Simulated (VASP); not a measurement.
AlAu2:

```xyz
3
Lattice="0.0000 2.9028 2.9028 2.9028 0.0000 2.9028 2.9028 2.9028 0.0000" Properties=species:S:1:pos:R:3 pbc="T T T"
Al    0.0000    0.0000    0.0000
Au    1.4514    1.4514    1.4514
Au    4.3542    4.3542    4.3542
```

| Property | Result |
| --- | --- |
| Program | VASP 6.6.1 |
| Task | relaxation of cell and atoms |
| Functional | PBE |
| Potentials or basis | VASP PAW PBE potentials, release 64 (Al, Au) |
| Cutoff | 600 eV |
| k mesh | 6 × 6 × 6 |
| Occupations | gaussian, width 0.1 eV |
| Spin | no spin polarisation |

At the start: pressure 23.5 GPa; volume 16.31 Å³/atom.

**Question.** Where does the relaxation end?

**Answer.** Over 4 steps the energy falls by 167.0 meV/atom and the volume is 18.98 Å³/atom (+16.4 %); space group Fm-3m (No. 225, to 0.05 Å).

Step by step:
| step | energy change (eV) | largest force (eV/Å) | pressure (GPa) | volume (Å³) |
| --- | --- | --- | --- | --- |
| 1 | 0.0000 | 0.0000 | 23.48 | 48.92 |
| 2 | -0.0253 | 0.0000 | -11.43 | 67.87 |
| 3 | -0.5006 | 0.0000 | -0.51 | 57.15 |
| 4 | -0.5011 | 0.0000 | -0.12 | 56.94 |

Final structure:
```yaml
crystal:
  lattice:
    - [0.00000, 3.05346, 3.05346]
    - [3.05346, 0.00000, 3.05346]
    - [3.05346, 3.05346, 0.00000]
  atoms:
    - { symbol: Al, position: [0.00000, 0.00000, 0.00000] }
    - { symbol: Au, position: [0.25000, 0.25000, 0.25000] }
    - { symbol: Au, position: [0.75000, 0.75000, 0.75000] }
```

Caveat: the volume moved by over 15 % at a fixed basis, so the end points are rough.
